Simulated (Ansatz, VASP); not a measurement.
## ZrO2 in VASP and in Ansatz

INCAR

```
SYSTEM = ZrO2
PREC = Accurate
ENCUT = 600
EDIFF = 1E-6
ISMEAR = 0
SIGMA = 0.05
LREAL = .FALSE.
LASPH = .TRUE.
NELM = 120
ALGO = Normal
ISIF = 2
LWAVE = .FALSE.
LCHARG = .FALSE.
GGA = PS
NBANDS = 19
GGA_COMPAT = .FALSE.
```

File KPOINTS:

```
regular mesh
0
G
  8 8 8
  0 0 0
```

File POSCAR:

```
ZrO2
1.0
    0.0000000000      2.4626258457      2.4626258457
    2.4626258457      0.0000000000      2.4626258457
    2.4626258457      2.4626258457      0.0000000000
Zr O
1 2
Direct
    0.0000000000      0.0000000000      0.0000000000
    0.2500000000      0.2500000000      0.2500000000
    0.7500000000      0.7500000000      0.7500000000
```

Input for Ansatz:

```yaml
crystal:
  lattice:
    - [0.0, 2.4626258457, 2.4626258457]
    - [2.4626258457, 0.0, 2.4626258457]
    - [2.4626258457, 2.4626258457, 0.0]
  atoms:
    - { symbol: Zr, position: [0.0, 0.0, 0.0] }
    - { symbol: O, position: [0.25, 0.25, 0.25] }
    - { symbol: O, position: [0.75, 0.75, 0.75] }
basis:
  ecutwfc: 420
  ecutrho_ratio: 4
kpoints:
  mp_grid: { grid: [8, 8, 8] }
hamiltonian:
  xc: pbesol
scf:
  occupations: { method: gaussian, width: 0.05 }
output:
  forces: true
  stress: true
  eigenvalues: true
```

Alike in both runs: task single point; functional PBEsol; k mesh 8 × 8 × 8; occupations gaussian, width 0.05 eV; no spin polarisation.

|  | VASP | Ansatz |
| --- | --- | --- |
| version | VASP 6.6.1 | Ansatz 0.2.0 |
| potentials or method | VASP PAW PBE potentials, release 64 (Zr_sv, O), cutoff 600 eV | scalar-relativistic, plane waves, PAW |
| valence electrons in the cell | 24 | 24 |

```csv
,VASP,Ansatz,Ansatz less VASP
gap on the k mesh at the Fermi level (eV),3.53,3.54,+0.008
least direct gap on the mesh (eV),4.05,4.06,+0.006
pressure (GPa),25.7,25.3,-0.40
```

VASP's potentials were made for PBE, not for PBEsol.
